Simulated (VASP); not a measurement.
**SrB3Pt: relaxation of cell and atoms with PBE**

The system is SrB3Pt.

```xyz
5
Lattice="3.9510 0.0000 0.0000 0.0000 3.9510 0.0000 0.0000 0.0000 3.9510" Properties=species:S:1:pos:R:3 pbc="T T T"
Sr    0.0000    0.0000    0.0000
B     0.0000    1.9755    1.9755
B     1.9755    0.0000    1.9755
B     1.9755    1.9755    0.0000
Pt    1.9755    1.9755    1.9755
```

The cell was built from a structure type or drawn by symmetry, and may not be a known phase.

```json
{"Program": "VASP 6.6.1", "Task": "relaxation of cell and atoms", "Functional": "PBE", "Potentials or basis": "VASP PAW PBE potentials, release 64 (Sr_sv, B, Pt)", "Cutoff": "600 eV", "k mesh": "4 × 4 × 4", "Occupations": "gaussian, width 0.1 eV", "Spin": "no spin polarisation", "Dipole correction": "no", "Further INCAR settings": "ALGO = Normal; EDIFF = 1e-07; IBRION = 2; EDIFFG = -0.04; NSW = 90; ISIF = 3"}
```

```
Relaxed volume                        : 15.12 Å³/atom
Relaxed cell                          : a = 4.228 Å, b = 4.228 Å, c = 4.228 Å, α = 90.00°, β = 90.00°, γ = 90.00°
Space group after relaxing (to 0.1 Å) : Pm-3m (No. 221)
Energy gained by relaxing             : 280.3 meV/atom
Ionic steps                           : 4
Pressure after relaxing               : -0.1 GPa
Band gap on the k mesh                : zero (an odd number of electrons rules out a gap without spin polarisation)
```

The path:
```csv
step,energy change (eV),largest force (eV/Å),pressure (GPa),volume (Å³)
1,0.0000,0.0000,38.45,61.68
2,-0.4426,0.0000,-15.16,92.06
3,-1.4010,0.0000,-0.59,75.89
4,-1.4017,0.0000,-0.10,75.59
```

Final structure:
```
CELL_PARAMETERS angstrom
4.22815 0.00000 0.00000
0.00000 4.22815 0.00000
0.00000 0.00000 4.22815
ATOMIC_POSITIONS crystal
Sr 0.00000 0.00000 0.00000
B 0.00000 0.50000 0.50000
B 0.50000 0.00000 0.50000
B 0.50000 0.50000 0.00000
Pt 0.50000 0.50000 0.50000
```

Levels at points of the mesh, in eV from the Fermi level:
| k point | band 12 | band 13 | band 14 | band 15 | band 16 | band 17 |
| --- | --- | --- | --- | --- | --- | --- |
| (0.00, 0.00, 0.00) | -3.19 | -3.19 | -0.31 | -0.31 | 0.75 | 0.75 |
| (0.50, 0.00, 0.00) | -3.06 | -3.06 | -1.60 | -0.02 | 0.98 | 1.38 |
| (0.50, 0.50, 0.00) | -5.97 | -1.44 | -0.90 | 0.21 | 0.21 | 0.81 |
| (0.50, 0.50, 0.50) | -6.54 | -6.54 | 0.21 | 0.21 | 0.21 | 3.23 |

It took 51 s on 1 thread of AMD EPYC 7R43 64-Core Processor (Zen 3), with other jobs on the host, peak memory 0.16 GiB.

Caveat: the k points lie up to 0.37 Å⁻¹ apart in the final cell, too coarse for converged energies and pressures of a metal; the volume moved by over 15 % at a fixed basis, so the end points are rough; spin-orbit coupling is left out, which moves the levels of the heavy elements.
